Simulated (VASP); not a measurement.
# Ti (I4/mmm) in VASP: notebook

Runs on Ti. Level: r2SCAN. Tasks: single point.

Everything below comes from runs of VASP 6.6.1. Logs are shortened: lines on timing, memory, paths and dates and some standing lists are left out, and cuts for length are marked.

**1. The cell of the first run**

It takes space group I4/mmm (No. 139, tetragonal). The conventional cell has a = 3.565 Å, b = 3.565 Å, c = 2.781 Å, α = 90.00°, β = 90.00°, γ = 90.00°. Ti (site symmetry 4/mmm) has 14 Ti at 2.78 to 3.57 Å within 3.7 Å.

**2. Single point, r2SCAN**

The input, POSCAR:

```
Ti
1.0
   -1.7826950017      1.7826950017      1.3905021013
    1.7826950017     -1.7826950017      1.3905021013
    1.7826950017      1.7826950017     -1.3905021013
Ti
1
Direct
    0.0000000000      0.0000000000      0.0000000000
```

The input, INCAR.step1:

```
SYSTEM = Ti
ALGO = Normal
EDIFF = 1E-4
ENCUT = 520
GGA = PE
ISMEAR = 0
LASPH = .True.
LCHARG = .False.
LREAL = .False.
LWAVE = .True.
NBANDS = 12
NELM = 100
PREC = Accurate
SIGMA = 0.15
```

The input, INCAR.step2:

```
SYSTEM = Ti
ALGO = Normal
EDIFF = 1E-6
ENCUT = 520
ISIF = 2
ISMEAR = 0
ISTART = 1
LASPH = .True.
LCHARG = .True.
LELF = .True.
LMIXTAU = .True.
LREAL = .False.
LVHAR = .True.
LWAVE = .False.
METAGGA = R2SCAN
NBANDS = 12
NELM = 100
PREC = Accurate
SIGMA = 0.15
```

The input, KPOINTS:

```
k-points
0
Gamma
  22 22 22
  0 0 0
```

Potentials or basis: VASP PAW PBE potentials, release 64 (Ti_sv).

Run with:

```sh
$ cat potpaw_PBE.64/Ti_sv/POTCAR > POTCAR
$ cp INCAR.step1 INCAR
$ mpirun -np 1 vasp_std > vasp.out
$ cp INCAR.step2 INCAR
$ mpirun -np 1 vasp_std > vasp.out
```

OUTCAR:

```text
SYSTEM = Ti
   EDIFF = 1E-6
   ENCUT = 520
   ISIF = 2
   ISMEAR = 0
   ISTART = 1
   LASPH = .True.
   LREAL = .False.
   METAGGA = R2SCAN
   NELM = 100
   PREC = Accurate

 ion  position               nearest neighbor table
   1  0.000  0.000  0.000-

  LATTYP: Found a body centered tetragonal cell.
 ALAT       =     3.5653900034
 C/A-ratio  =     0.7800000000

  Lattice vectors:

 A1 = (  -1.7826950017,   1.7826950017,   1.3905021013)
 A2 = (   1.7826950017,  -1.7826950017,   1.3905021013)
 A3 = (   1.7826950017,   1.7826950017,  -1.3905021013)

Analysis of symmetry for initial positions (statically):
=====================================================================
 Subroutine PRICEL returns:
 Original cell was already a primitive cell.

 Routine SETGRP: Setting up the symmetry group for a
 body centered tetragonal supercell.

 Subroutine GETGRP returns: Found 16 space group operations
 (whereof 16 operations were pure point group operations)
 out of a pool of 16 trial point group operations.

The static configuration has the point symmetry D_4h.

Analysis of symmetry for dynamics (positions and initial velocities):
=====================================================================
 Subroutine PRICEL returns:
 Original cell was already a primitive cell.

 Routine SETGRP: Setting up the symmetry group for a
 body centered tetragonal supercell.

 Subroutine GETGRP returns: Found 16 space group operations
 (whereof 16 operations were pure point group operations)
 out of a pool of 16 trial point group operations.

The dynamic configuration has the point symmetry D_4h.

 Subroutine INISYM returns: Found 16 space group operations
 (whereof 16 operations are pure point group operations),
 and found     1 'primitive' translations

----------------------------------------------------------------------------------------

                                     Primitive cell

  volume of cell :      17.6761

  direct lattice vectors                    reciprocal lattice vectors
    -1.782695002  1.782695002  1.390502101     0.000000000  0.280474226  0.359582340
     1.782695002 -1.782695002  1.390502101     0.280474226  0.000000000  0.359582340
     1.782695002  1.782695002 -1.390502101     0.280474226  0.280474226  0.000000000

  length of vectors
     2.879149012  2.879149012  2.879149012     0.456032072  0.456032072  0.396650454

  position of ions in fractional coordinates (direct lattice)
     0.000000000  0.000000000  0.000000000

  ion indices of the primitive-cell ions
   primitive index   ion index
                 1           1

----------------------------------------------------------------------------------------

 KPOINTS: k-points

Automatic generation of k-mesh.
 Grid dimensions read from file:
 generate k-points for:   22   22   22

 Generating k-lattice:

  Cartesian coordinates                     Fractional coordinates (reciprocal lattice)
     0.000000000  0.012748828  0.016344652     0.045454545  0.000000000 -0.000000000
     0.012748828  0.000000000  0.016344652     0.000000000  0.045454545 -0.000000000
     0.012748828  0.012748828  0.000000000     0.000000000  0.000000000  0.045454545

  Length of vectors
     0.020728731  0.020728731  0.018029566

  Shift w.r.t. Gamma in fractional coordinates (k-lattice)
     0.000000000  0.000000000  0.000000000

 Subroutine IBZKPT returns following result:
 ===========================================

 Found    834 irreducible k-points:

 Following reciprocal coordinates:
            Coordinates               Weight
  0.000000  0.000000  0.000000      1.000000
  0.045455 -0.000000  0.000000      8.000000
  0.090909 -0.000000  0.000000      8.000000
  0.136364  0.000000  0.000000      8.000000
  0.181818 -0.000000  0.000000      8.000000
  0.227273  0.000000 -0.000000      8.000000
[... 16 lines left out ...]
  0.500000  0.045455 -0.000000     16.000000
 -0.454545  0.045455  0.000000     16.000000
 [... further k-points ...]
   k-points           NKPTS =    834   k-points in BZ     NKDIM =    834   number of bands    NBANDS=     12
   number of dos      NEDOS =    301   number of ions     NIONS =      1
   total plane-waves  NPLWV =  13824
   dimension x,y,z NGX =    24 NGY =   24 NGZ =   24
   dimension x,y,z NGXF=    48 NGYF=   48 NGZF=   48
   ions per type =               1
   NGX,Y,Z   is equivalent  to a cutoff of  13.86, 13.86, 13.86 a.u.
   NGXF,Y,Z  is equivalent  to a cutoff of  27.72, 27.72, 27.72 a.u.
 SYSTEM =  Ti
   PREC   = accura    normal or accurate (medium, high low for compatibility)
   ISTART =      1    job   : 0-new  1-cont  2-samecut
   ICHARG =      0    charge: 1-file 2-atom 10-const
   ISPIN  =      1    spin polarized calculation?
   LNONCOLLINEAR =      F non collinear calculations
   LSORBIT =      F    spin-orbit coupling
   LASPH  =      T    aspherical Exc in radial PAW
   ENCUT  =  520.0 eV  38.22 Ry    6.18 a.u.   5.35  5.35  5.35*2*pi/ulx,y,z
[... 15 lines left out ...]
   EFERMI =   0.00;   METHOD = LEGACY
   ISMEAR =     0;   SIGMA  =   0.15  broadening in eV -4-tet -1-fermi 0-gaus
   EFERMI_NEDOS =   21; number of points for ismear=-14 and -15
   IALGO  =     38    algorithm
   IMIX   =      4    mixing-type and parameters
     AMIX     =   0.40;   BMIX     =  1.00
     AMIX_MAG =   1.60;   BMIX_MAG =  1.00
  volume/ion in A,a.u.               =      17.68       119.28
  Fermi-wavevector in a.u.,A,eV,Ry     =   1.438821  2.718977 28.166848  2.070205
  Thomas-Fermi vector in A             =   2.557745
   LORBIT       =      0    0 simple, 1 ext, 2 COOP (PROOUT), +10 PAW based schemes
   METAGGA = R2SCAN    functional components
   LHFCALC =     F    Hartree Fock is set to
   AEXX    =    0.0000 exact exchange contribution
   IVDW    =     0    specifies the selected vdW correction
   LEPSILON=     F    determine dielectric tensor
   LRPA    =     F    only Hartree local field effects (RPA)
 non-spin polarized calculation
 Gauss-broadening in eV      SIGMA  =   0.15
  energy-cutoff  :      520.00
  volume of cell :       17.68
 maximum number of plane-waves:       490
 NGX is ok and might be reduce to    24
   NGX = 11   NGY = 11   NGZ = 11

 number of electron      11.9999997 magnetization

 Free energy of the ion-electron system (eV)
  ---------------------------------------------------
  ext. energy  EPLUGINS =         0.00000000
  ---------------------------------------------------
  free energy    TOTEN  =       -12.79204094 eV

  energy without entropy =      -12.77386419  energy(sigma->0) =      -12.78295256

 E-fermi :   8.0184     XC(G=0): -12.2969

 val. band max:        8.0180925447   @ k =   0.0909  -0.0000   0.0000
 cond. band min:       8.0195126855   @ k =  -0.1364   0.0455   0.0000
 fundamental gap:      0.0014201409
 Fermi energy:         8.0184360832

 k-point     1 :       0.0000    0.0000    0.0000
  band No.  band energies     occupation
      1     -50.9299      2.00000
      2     -25.7658      2.00000
      3     -25.7658      2.00000
      4     -25.6780      2.00000
      5       1.6469      2.00000
      6       7.9299      1.59634
      7       9.2865      0.00000
      8      10.1084      0.00000
      9      10.1084      0.00000
     10      11.6671      0.00000
     11      24.3512      0.00000
     12      24.3512      0.00000

 k-point     2 :       0.0455   -0.0000    0.0000
  band No.  band energies     occupation
      1     -50.9265      2.00000
      2     -25.7712      2.00000
      3     -25.7696      2.00000
      4     -25.6917      2.00000
      5       1.7291      2.00000
      6       7.9552      1.44907
      7       9.3160      0.00000
      8      10.0697      0.00000
      9      10.0760      0.00000
     10      11.6326      0.00000
     11      24.3910      0.00000
     12      24.4306      0.00000

 k-point     3 :       0.0909   -0.0000    0.0000
  band No.  band energies     occupation
      1     -50.9165      2.00000
      2     -25.7935      2.00000
      3     -25.7806      2.00000
      4     -25.7248      2.00000
      5       1.9717      2.00000
      6       8.0181      1.00258
      7       9.3774      0.00000
      8       9.9841      0.00000
      9       9.9993      0.00000
     10      11.5397      0.00000
     11      24.4780      0.00000
     12      24.6509      0.00000
[... 286 lines left out ...]
 k-point    23 :       0.5000    0.0455   -0.0000
  band No.  band energies     occupation
      1     -50.7612      2.00000
      2     -26.4747      2.00000
      3     -25.9526      2.00000
      4     -25.8582      2.00000
      5       5.5192      2.00000
      6       7.0660      2.00000
      7       9.6080      0.00000
      8      10.7531      0.00000
      9      12.1082      0.00000
     10      12.2722      0.00000
     11      17.9610      0.00000
     12      21.1850      0.00000

 k-point    24 :      -0.4545    0.0455    0.0000
  band No.  band energies     occupation
      1     -50.7694      2.00000
      2     -26.4375      2.00000
      3     -25.9469      2.00000
      4     -25.8526      2.00000
      5       5.4527      2.00000
      6       7.1445      2.00000
      7       9.3085      0.00000
      8      10.7813      0.00000
      9      11.8821      0.00000
     10      12.0985      0.00000
     11      18.5804      0.00000
     12      21.4045      0.00000

 [... further k-points ...]
[... 5 lines left out ...]
  --------------------------------------------------------------------------------------
  -------------------------------------------------------------------------------------
  Total       -0.6408926     -0.6408926      0.3634698      0.0000000      0.0000000     -0.0000000
  in kB      -58.0911697    -58.0911697     32.9452793      0.0000000      0.0000000     -0.0000000
  external PRESSURE =     -27.7456867 kB  Pullay stress =       0.0000000 kB

 VOLUME and BASIS-vectors are now :
 -----------------------------------------------------------------------------
  energy-cutoff  :      520.00
  volume of cell :       17.68
      direct lattice vectors                 reciprocal lattice vectors
    -1.782695002  1.782695002  1.390502101     0.000000000  0.280474226  0.359582340
     1.782695002 -1.782695002  1.390502101     0.280474226  0.000000000  0.359582340
     1.782695002  1.782695002 -1.390502101     0.280474226  0.280474226  0.000000000

 POSITION                                       TOTAL-FORCE (eV/Angst)
 -----------------------------------------------------------------------------------
      0.00000      0.00000      0.00000         0.000000     -0.000000      0.000000
 -----------------------------------------------------------------------------------
    total drift:                                0.000000      0.000000     -0.000000

  FREE ENERGIE OF THE ION-ELECTRON SYSTEM (eV)
  ---------------------------------------------------
  free  energy   TOTEN  =       -12.7920409362 eV

  energy  without entropy=      -12.7738641886  energy(sigma->0) =      -12.78295256
```

Wall time 3.2 min (1 thread of Intel Xeon 6975P-C (Granite Rapids), shared host); peak memory 0.27 GiB.

What came out:

```yaml
Free_energy: -12.7920 eV
Pressure: -2.8 GPa
Band_gap_on_the_k_mesh: zero (bands 6 and 7 overlap by 1.10 eV)
```

Stress tensor (GPa, compression positive):
```
-5.81  0.00  0.00
 0.00 -5.81  0.00
 0.00  0.00  3.29
```

Levels at points of the mesh, in eV from the Fermi level:
```csv
k point,band 2,band 3,band 4,band 5,band 6,band 7,band 8,band 9,band 10,band 11
"(0.00, 0.00, 0.00)",-33.78,-33.78,-33.70,-6.37,-0.09,1.27,2.09,2.09,3.65,16.33
"(0.50, 0.00, 0.00)",-34.51,-33.97,-33.87,-2.53,-0.98,1.76,2.72,4.10,4.21,9.83
"(0.50, 0.50, 0.00)",-34.42,-33.81,-33.74,-2.68,-0.23,1.24,1.42,2.71,4.26,7.82
"(0.50, 0.50, 0.50)",-34.28,-34.28,-33.93,-2.46,-1.98,4.03,4.03,4.24,6.17,6.17
```

Caveat: the PAW data sets were made with another functional, which shifts forces and pressure a little.

**3. Single point, r2SCAN**

The input, POSCAR:

```
Ti
1.0
   -1.5035831967      1.5035831967      1.9546581557
    1.5035831967     -1.5035831967      1.9546581557
    1.5035831967      1.5035831967     -1.9546581557
Ti
1
Direct
    0.0000000000      0.0000000000      0.0000000000
```

The input, INCAR.step1:

```
PREC = Accurate
ENCUT = 520
ISMEAR = 0
SIGMA = 0.15
LREAL = False
LASPH = True
NELM = 60
NBANDS = 12
GGA = PE
ALGO = Normal
EDIFF = 1E-4
LWAVE = True
LCHARG = False
```

The input, INCAR.step2:

```
PREC = Accurate
ENCUT = 520
EDIFF = 1E-7
ISMEAR = 0
SIGMA = 0.15
LREAL = False
LASPH = True
NELM = 60
ALGO = Normal
ISIF = 2
LWAVE = False
LCHARG = False
METAGGA = R2SCAN
LMIXTAU = True
NBANDS = 12
ISTART = 1
```

The input, KPOINTS:

```
Automatic mesh
0
Gamma
  22 22 22
```

Potentials or basis: VASP PAW PBE potentials, release 64 (Ti_sv).

Run with:

```sh
$ cat potpaw_PBE.64/Ti_sv/POTCAR > POTCAR
$ cp INCAR.step1 INCAR
$ mpirun -np 1 vasp_std > vasp.out
$ cp INCAR.step2 INCAR
$ mpirun -np 1 vasp_std > vasp.out
```

Wall time 4.4 min (1 thread of Intel Xeon 6975P-C (Granite Rapids), shared host); peak memory 0.28 GiB.

It converged, with:

```yaml
Free_energy: -12.8789 eV
Pressure: -1.6 GPa
Band_gap_on_the_k_mesh: zero (bands 6 and 7 overlap by 1.51 eV)
```

Stress tensor (GPa, compression positive):
```
-2.49  0.00  0.00
 0.00 -2.49  0.00
 0.00  0.00  0.13
```

Levels at points of the mesh, in eV from the Fermi level:
| k point | band 4 | band 5 | band 6 | band 7 | band 8 | band 9 |
| --- | --- | --- | --- | --- | --- | --- |
| (0.00, 0.00, 0.00) | -33.89 | -6.41 | 0.84 | 0.84 | 1.43 | 2.38 |
| (0.50, 0.00, 0.00) | -33.94 | -2.65 | 0.44 | 0.57 | 1.33 | 3.58 |
| (0.50, 0.50, 0.00) | -34.05 | -2.58 | -1.57 | 2.21 | 3.74 | 3.77 |
| (0.50, 0.50, 0.50) | -34.18 | -2.54 | -1.88 | 3.81 | 3.93 | 4.00 |

Caveat: the PAW data sets were made with another functional, which shifts forces and pressure a little.

**4. Single point, r2SCAN**

The input, POSCAR:

```
Ti
1.0
   -1.6872494890      1.6872494890      1.5522695298
    1.6872494890     -1.6872494890      1.5522695298
    1.6872494890      1.6872494890     -1.5522695298
Ti
1
Direct
    0.0000000000      0.0000000000      0.0000000000
```

The input, INCAR.step1:

```
SYSTEM = Ti
PREC     = Accurate       ! precision mode
ENCUT    = 520            ! plane-wave cutoff, eV
ISMEAR   = 0              ! smearing method
SIGMA    = 0.15           ! smearing width, eV
LREAL    = .False.        ! projectors in reciprocal space
LASPH    = .True.         ! aspherical terms in the spheres
NELM     = 60             ! most SCF steps
NBANDS   = 12             ! bands
GGA      = PE             ! functional
ALGO     = Normal         ! electronic algorithm
EDIFF    = 1E-4           ! SCF threshold, eV
LWAVE    = .True.         ! write WAVECAR
LCHARG   = .False.        ! write CHGCAR
```

The input, INCAR.step2:

```
SYSTEM = Ti
PREC     = Accurate       ! precision mode
ENCUT    = 520            ! plane-wave cutoff, eV
EDIFF    = 1E-6           ! SCF threshold, eV
ISMEAR   = 0              ! smearing method
SIGMA    = 0.15           ! smearing width, eV
LREAL    = .False.        ! projectors in reciprocal space
LASPH    = .True.         ! aspherical terms in the spheres
NELM     = 60             ! most SCF steps
ALGO     = Normal         ! electronic algorithm
ISIF     = 2              ! what is computed and relaxed
LWAVE    = .False.        ! write WAVECAR
LCHARG   = .False.        ! write CHGCAR
METAGGA  = R2SCAN         ! meta-GGA
LMIXTAU  = .True.       
NBANDS   = 12             ! bands
ISTART   = 1
```

The input, KPOINTS:

```
regular mesh
0
Gamma
  22 22 22
  0 0 0
```

Run with:

```sh
$ cat potpaw_PBE.64/Ti_sv/POTCAR > POTCAR
$ cp INCAR.step1 INCAR
$ mpirun -np 1 vasp_std > vasp.out
$ cp INCAR.step2 INCAR
$ mpirun -np 1 vasp_std > vasp.out
```

Wall time 3.2 min (1 thread of Intel Xeon 6975P-C (Granite Rapids), shared host); peak memory 0.27 GiB.

It converged, with:

- Free energy: -12.8330 eV
- Pressure: -2.5 GPa
- Band gap on the k mesh: zero (bands 6 and 7 overlap by 1.65 eV)

Stress tensor (GPa, compression positive):
```
-1.76  0.00  0.00
 0.00 -1.76  0.00
 0.00  0.00 -3.88
```

Levels at points of the mesh, in eV from the Fermi level:
| k point | band 4 | band 5 | band 6 | band 7 | band 8 | band 9 |
| --- | --- | --- | --- | --- | --- | --- |
| (0.00, 0.00, 0.00) | -33.79 | -6.32 | 0.68 | 1.37 | 1.37 | 2.40 |
| (0.50, 0.00, 0.00) | -33.82 | -2.54 | -0.57 | 1.12 | 2.87 | 3.50 |
| (0.50, 0.50, 0.00) | -33.77 | -2.58 | 0.22 | 0.51 | 2.34 | 3.03 |
| (0.50, 0.50, 0.50) | -34.16 | -2.30 | -2.12 | 3.99 | 3.99 | 4.09 |

Caveat: the PAW data sets were made with another functional, which shifts forces and pressure a little.

**5. Single point, r2SCAN**

The input, POSCAR:

```
Ti
1.0
   -1.5896847914      1.5896847914      1.7486532705
    1.5896847914     -1.5896847914      1.7486532705
    1.5896847914      1.5896847914     -1.7486532705
Ti
1
Direct
    0.0000000000      0.0000000000      0.0000000000
```

The input, INCAR.step1:

```
PREC = Accurate
ENCUT = 520
ISMEAR = 0
SIGMA = 0.15
LREAL = F
LASPH = T
NELM = 60
NBANDS = 12
GGA = PE
ALGO = Normal
EDIFF = 1E-4
LWAVE = T
LCHARG = F
```

The input, INCAR.step2:

```
PREC = Accurate
ENCUT = 520
EDIFF = 1E-6
ISMEAR = 0
SIGMA = 0.15
LREAL = F
LASPH = T
NELM = 60
ALGO = Normal
ISIF = 2
LWAVE = F
LCHARG = T
METAGGA = R2SCAN
LMIXTAU = T
LELF = T
LVHAR = T
NBANDS = 12
ISTART = 1
```

The input, KPOINTS:

```
Automatic mesh
0
Gamma
  22 22 22
```

Run with:

```sh
$ cat potpaw_PBE.64/Ti_sv/POTCAR > POTCAR
$ cp INCAR.step1 INCAR
$ mpirun -np 1 vasp_std > vasp.out
$ cp INCAR.step2 INCAR
$ mpirun -np 1 vasp_std > vasp.out
```

Run time: 3.4 min. Hardware: 1 thread of Intel Xeon 6975P-C (Granite Rapids), shared host; peak memory 0.28 GiB.

Results (log left out):

| Quantity | Value |
| --- | --- |
| Free energy | -12.8349 eV |
| Pressure | -2.3 GPa |
| Band gap on the k mesh | zero (bands 6 and 7 overlap by 1.73 eV) |

Stress tensor (GPa, compression positive):
```
-3.33  0.00  0.00
 0.00 -3.33  0.00
 0.00  0.00 -0.15
```

Levels at points of the mesh, in eV from the Fermi level:
```tsv
k point	band 3	band 4	band 5	band 6	band 7	band 8	band 9	band 10
(0.00, 0.00, 0.00)	-33.82	-33.81	-6.33	0.91	0.91	1.59	2.37	3.15
(0.50, 0.00, 0.00)	-34.00	-33.81	-2.57	-0.03	0.69	2.35	3.28	4.28
(0.50, 0.50, 0.00)	-34.04	-33.86	-2.54	-0.88	1.35	3.33	3.38	4.38
(0.50, 0.50, 0.50)	-34.21	-34.21	-2.34	-2.11	3.93	4.04	4.04	6.76
```

Caveat: the PAW data sets were made with another functional, which shifts forces and pressure a little.

**6. Overview**

```csv
cell,gap on the mesh (eV),pressure (GPa)
"a = 2.879 Å, angles 103.5, 103.5, 122.2°, 1 atom",none,-2.8
"a = 2.888 Å, angles 117.3, 117.3, 94.8°, 1 atom",none,-1.6
"a = 2.847 Å, angles 107.3, 107.3, 113.9°, 1 atom",none,-2.5
"a = 2.848 Å, angles 112.1, 112.1, 104.2°, 1 atom",none,-2.3
```

Alike in all rows: task single point; level r2SCAN; potentials or basis VASP PAW PBE potentials, release 64 (Ti_sv); no spin polarisation; k mesh 22 × 22 × 22; cutoff (eV) 520; smearing gaussian 0.15 eV.

Caveats: the PAW data sets were made with another functional, which shifts forces and pressure a little.

Total energies depend on the potentials used, so only differences within one code and one set of settings carry meaning.
